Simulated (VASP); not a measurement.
# Zn: single point with PBEsol

The system is Zn.

```
Zn
1.0
     2.60129    0.00000    0.00000
    -1.30065    2.25279    0.00000
     0.00000    0.00000    5.00859
Zn
2
Direct
  0.33333 0.66667 0.25000
  0.66667 0.33333 0.75000
```

| Property | Result |
| --- | --- |
| Program | VASP 6.6.1 |
| Task | single point |
| Functional | PBEsol |
| Potentials or basis | VASP PAW PBE potentials, release 64 (Zn) |
| Cutoff | 520 eV |
| k mesh | 18 × 18 × 8 |
| Occupations | gaussian, width 0.1 eV |
| Spin | no spin polarisation |
| Dipole correction | no |
| Further INCAR settings | ALGO = Fast; EDIFF = 1e-06; NBANDS = 19 |

| Quantity | Value |
| --- | --- |
| Pressure | -1.2 GPa |
| Band gap on the k mesh | zero (bands 12 and 13 overlap by 5.19 eV) |

Stress tensor (GPa, compression positive):
```
-1.08  0.00  0.00
 0.00 -1.08  0.00
 0.00  0.00 -1.36
```

Levels at points of the mesh, in eV from the Fermi level:
```tsv
k point	band 10	band 11	band 12	band 13	band 14	band 15
(0.00, 0.00, 0.00)	-7.15	-7.15	-4.01	-3.45	12.68	16.56
(0.50, 0.00, 0.00)	-6.91	-2.87	-2.04	2.45	3.56	4.09
(0.00, 0.00, 0.50)	-7.23	-7.23	-7.23	3.98	3.98	19.89
(0.50, 0.00, 0.50)	-6.92	-1.96	-1.96	0.31	0.31	9.86
```

Run time: 48 s on 1 thread of Intel(R) Xeon(R) Platinum 8488C (Sapphire Rapids), on a shared host, peak memory 0.2 GiB.

Caveat: the PAW data sets were made with another functional, which shifts forces and pressure a little.
